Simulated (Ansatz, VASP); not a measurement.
MgCd2Se3 in VASP and in Ansatz

```
Mg Cd Se
1.0
     4.34360    0.00000    0.00000
    -2.17180    3.76167    0.00000
     0.00000    0.00000   21.16200
Mg Cd Se
2 4 6
Cartesian
  0.0000 0.0000 3.5789
  2.1718 1.2539 6.9494
  0.0000 0.0000 10.4752
  0.0000 0.0000 17.6783
  2.1718 1.2539 14.0755
  2.1718 1.2539 0.1254
  0.0000 0.0000 6.1770
  0.0000 0.0000 13.1612
  0.0000 0.0000 20.3666
  2.1718 1.2539 2.8118
  2.1718 1.2539 9.5549
  2.1718 1.2539 16.7636
```

Alike in both runs: task single point; functional PBE; k mesh 6 × 6 × 1; occupations gaussian, width 0.1 eV; no spin polarisation.

```csv
,VASP,Ansatz
version,VASP 6.6.1,Ansatz 0.2.0
potentials or method,"VASP PAW PBE potentials, release 64 (Mg, Cd, Se), cutoff 520 eV","scalar-relativistic, plane waves, PAW"
valence electrons in the cell,88,196
```

VASP gave:

| Quantity | Value |
| --- | --- |
| gap on the k mesh at the Fermi level (eV) | 0.91 |
| least direct gap on the mesh (eV) | 0.91 |
| pressure (GPa) | 0.2 |
| rms of the force components (eV/Å) | 0.007 |

Which values does Ansatz return?

gap on the k mesh at the Fermi level (eV): 0.91; least direct gap on the mesh (eV): 0.91; pressure (GPa): 0.0; rms of the force components (eV/Å): 0.000.

Atom by atom the forces differ by 0.007 eV/Å (rms over components). VASP's potentials hold 88 valence electrons a cell and Ansatz's 196, so a difference there can come from the potentials and not from the codes.
